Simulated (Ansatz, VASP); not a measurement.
# One calculation of Cs, two programs

File INCAR:

```
SYSTEM = Cs
PREC     = Accurate       ! precision mode
ENCUT    = 600            ! plane-wave cutoff, eV
EDIFF    = 1E-6           ! SCF threshold, eV
ISMEAR   = 0              ! smearing method
SIGMA    = 0.1            ! smearing width, eV
LREAL    = .False.        ! projectors in reciprocal space
LASPH    = .True.         ! aspherical terms in the spheres
NELM     = 100            ! most SCF steps
ALGO     = Normal         ! electronic algorithm
ISIF     = 3              ! what is computed and relaxed
LWAVE    = .False.        ! write WAVECAR
LCHARG   = .False.        ! write CHGCAR
GGA      = PE             ! functional
IVDW     = 12             ! dispersion correction
IBRION   = 2              ! ionic algorithm
NSW      = 100            ! ionic steps
EDIFFG   = -0.005         ! ionic threshold
```

KPOINTS

```
Automatic mesh
0
Gamma
  10 10 10
  0 0 0
```

Contents of POSCAR:

```
Cs
1.0
    0.0000000000      3.8160919946      3.8160919946
    3.8160919946      0.0000000000      3.8160919946
    3.8160919946      3.8160919946      0.0000000000
Cs
1
Direct
    0.0000000000      0.0000000000      0.0000000000
```

Input for Ansatz:

```yaml
crystal:
  lattice:
    - [0.0, 3.8160919946, 3.8160919946]
    - [3.8160919946, 0.0, 3.8160919946]
    - [3.8160919946, 3.8160919946, 0.0]
  atoms:
    - { symbol: Cs, position: [0.0, 0.0, 0.0] }
basis:
  ecutwfc: 420
kpoints:
  mp_grid: { grid: [10, 10, 10] }
hamiltonian:
  xc: pbe
  dispersion: d3bj
scf:
  occupations: { method: gaussian, width: 0.1 }
output:
  forces: true
  stress: true
  eigenvalues: true
relax:
  adjacent_minimum: "off"
  f_tol: 0.005
  max_steps: 80
  cell: { stress_tol: 0.05 }
```

Alike in both runs: task relaxation of cell and atoms; functional PBE; dispersion D3(BJ); k mesh 10 × 10 × 10; occupations gaussian, width 0.1 eV; no spin polarisation.

|  | VASP | Ansatz |
| --- | --- | --- |
| version | VASP 6.6.1 | Ansatz 0.2.0 |
| potentials or method | VASP PAW PBE potentials, release 64 (Cs_sv), cutoff 600 eV | scalar-relativistic, plane waves, PAW |
| valence electrons in the cell | 9 | 9 |

|  | VASP | Ansatz | Ansatz less VASP |
| --- | --- | --- | --- |
| gap on the k mesh at the Fermi level, each at its own relaxed structure (eV) | none | none | - |
| relaxed volume (Å³/atom) | 111.14 | 111.14 | 0.000 |
| relaxed cell length with the largest relative difference (Å) | 5.397 | 5.397 | 0.0000 |

A gap of «none» marks a metal or a gap that the smearing closes.

Neither program's run includes spin-orbit coupling. Noted on VASP's run: the relaxation stopped at its first step, so nothing moved.
